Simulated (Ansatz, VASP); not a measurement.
Pt: VASP beside Ansatz

The input INCAR:

```
PREC = Accurate
ENCUT = 520
EDIFF = 1E-6
ISMEAR = -1
SIGMA = 0.08
LREAL = F
LASPH = T
NELM = 80
ALGO = Normal
ISIF = 2
LWAVE = F
LCHARG = F
NBANDS = 33
```

File KPOINTS:

```
regular mesh
0
Gamma
  12 9 1
```

POSCAR

```
Pt
1.0
    2.7538682155      0.0000000000      0.0000000000
    0.0000000000      3.8945577794      0.0000000000
    0.0000000000      0.0000000000     21.5077000000
Pt
5
Direct
    0.0000000000      0.0000000000      0.3782034898
    0.5000000000      0.5000000000      0.4320558010
    0.0000000000      0.0000000000      0.5000000002
    0.5000000000      0.5000000000      0.5679441988
    0.0000000000      0.0000000000      0.6217965103
```

Input for Ansatz:

```yaml
crystal:
  lattice:
    - [2.7538682155, 0.0, 0.0]
    - [0.0, 3.8945577794, 0.0]
    - [0.0, 0.0, 21.5077]
  atoms:
    - { symbol: Pt, position: [0.0, 0.0, 0.3782034898] }
    - { symbol: Pt, position: [0.5, 0.5, 0.432055801] }
    - { symbol: Pt, position: [0.0, 0.0, 0.5000000002] }
    - { symbol: Pt, position: [0.5, 0.5, 0.5679441988] }
    - { symbol: Pt, position: [0.0, 0.0, 0.6217965103] }
kpoints:
  mp_grid: { grid: [12, 9, 1] }
scf:
  occupations: { method: fermi_dirac, width: 0.08 }
hamiltonian:
  xc: lda
  pseudopotentials: { kind: paw }
output:
  forces: true
  stress: true
  eigenvalues: true
  core_levels:
    shells: { Pt: ["4f"] }
    counted_from: fermi_level
    add_spin: false
  write_density: true
  write_potential: true
  elf: true
  volumetric_format: npy
```

Alike in both runs: task single point; functional LDA; k mesh 12 × 9 × 1; occupations fermi-dirac, width 0.08 eV; no spin polarisation.

|  | VASP | Ansatz |
| --- | --- | --- |
| version | VASP 6.6.1 | Ansatz 0.2.0 |
| potentials or method | VASP PAW LDA potentials, release 64 (Pt) | PAW with Ansatz's default frozen-core files, scalar-relativistic |
| plane-wave cutoff (eV) | 520 | 420 |
| valence electrons in the cell | 50 | 90 |

VASP gave:

* rms of the force components (eV/Å): 0.019

Q: Estimate Ansatz's values.

A: rms of the force components (eV/Å): 0.003.

LDA's correlation is that of Perdew and Zunger in VASP and of Perdew and Wang (1992) in Ansatz. Atom by atom the forces differ by 0.021 eV/Å (rms over components). VASP's potentials hold 50 valence electrons a cell and Ansatz's 90, so a difference there can come from the potentials and not from the codes. Ansatz's warnings: xc potential rough in thin density.

Spin-orbit coupling is off throughout.
